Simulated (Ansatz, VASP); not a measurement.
**WC in VASP and in Ansatz**

The input INCAR:

```
SYSTEM = WC
PREC     = Accurate       ! precision mode
ENCUT    = 520            ! plane-wave cutoff, eV
EDIFF    = 1E-6           ! SCF threshold, eV
ISMEAR   = -1             ! smearing method
SIGMA    = 0.1            ! smearing width, eV
LREAL    = .FALSE.        ! projectors in reciprocal space
LASPH    = .TRUE.         ! aspherical terms in the spheres
NELM     = 100            ! most SCF steps
ALGO     = Normal         ! electronic algorithm
ISIF     = 2              ! what is computed and relaxed
LWAVE    = .FALSE.        ! write WAVECAR
LCHARG   = .FALSE.        ! write CHGCAR
GGA      = PE             ! functional
NBANDS   = 16             ! bands
```

Contents of KPOINTS:

```
Automatic mesh
0
G
  11 11 10
  0 0 0
```

The input POSCAR:

```
WC
1.0
    2.8672181576      0.0000000000      0.0000000000
   -1.4336090788      2.4830839244      0.0000000000
    0.0000000000      0.0000000000      2.7982628680
W C
1 1
Direct
    0.0000000000      0.0000000000      0.0000000000
    0.6666666667      0.3333333333      0.5000000000
```

Input for Ansatz:

```yaml
crystal:
  lattice:
    - [2.8672181576166045, 0.0, 0.0]
    - [-1.4336090788083022, 2.4830839243733798, 0.0]
    - [0.0, 0.0, 2.7982628680183246]
  atoms:
    - { symbol: W, position: [0.0, 0.0, 0.0] }
    - { symbol: C, position: [0.6666666666666666, 0.3333333333333333, 0.5] }
basis:
  ecutwfc: 517.016338673772
kpoints:
  mp_grid:
    grid: [11, 11, 10]
hamiltonian:
  xc: pbe
scf:
  occupations:
    method: fermi_dirac
    width: 0.1
output:
  stress: true
```

Alike in both runs: task single point; functional PBE; k mesh 11 × 11 × 10; occupations fermi-dirac, width 0.1 eV; no spin polarisation.

|  | VASP | Ansatz |
| --- | --- | --- |
| version | VASP 6.6.1 | Ansatz 0.2.0 |
| potentials or method | VASP PAW PBE potentials, release 64 (W_sv, C), cutoff 520 eV | plane waves, PAW |
| valence electrons in the cell | 18 | 18 |

VASP gave:

```
pressure (GPa)                                                : 25.2
traceless stress, the component that is largest in VASP (GPa) : 1.52
```

**Question.** What did Ansatz give for the same quantities?

**Answer.** Pressure (GPa): 23.8; traceless stress, the component that is largest in VASP (GPa): 1.27.

Spin-orbit coupling is off throughout.
